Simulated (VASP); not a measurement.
Here is a VASP 6.6.1 calculation.

File INCAR:

```
  PREC = Accurate
  ENCUT = 520
  EDIFF = 1E-6
  ISMEAR = 0
  SIGMA = 0.1
  LREAL = F
  LASPH = T
  NELM = 60
  ALGO = Normal
  ISIF = 2
  LWAVE = F
  LCHARG = F
  LDIPOL = T
  IDIPOL = 3
  DIPOL = 0.5 0.5 0.656
  GGA = PE
  IVDW = 12
  NBANDS = 11
```

KPOINTS

```
Automatic mesh
0
Gamma
  4 4 1
```

POSCAR

```
H2O
1.0
    5.3647950069      0.0000000000      0.0000000000
   -2.6823975034      4.6460487620      0.0000000000
    0.0000000000      0.0000000000     22.3803367805
O H
1 2
Direct
    0.4852179971      0.5225021788      0.6557938663
    0.2806298081      0.4658354908      0.6561660134
    0.5852627068      0.7334636040      0.6562852951
```

Potentials or basis: VASP PAW PBE potentials, release 64 (O, H).

Command:

```sh
$ cat potpaw_PBE.64/O/POTCAR potpaw_PBE.64/H/POTCAR > POTCAR
$ mpirun -np 1 vasp_std > vasp.out
```

Problem. Estimate the largest force.

Solution. 0.477 eV/Å.

Problem. Predict the dispersion energy per atom.

Solution. -0.005 eV.

Forces on the atoms (eV/Å):
```
O   -0.403  0.256  0.013
H    0.415  0.143 -0.006
H   -0.013 -0.399 -0.007
```
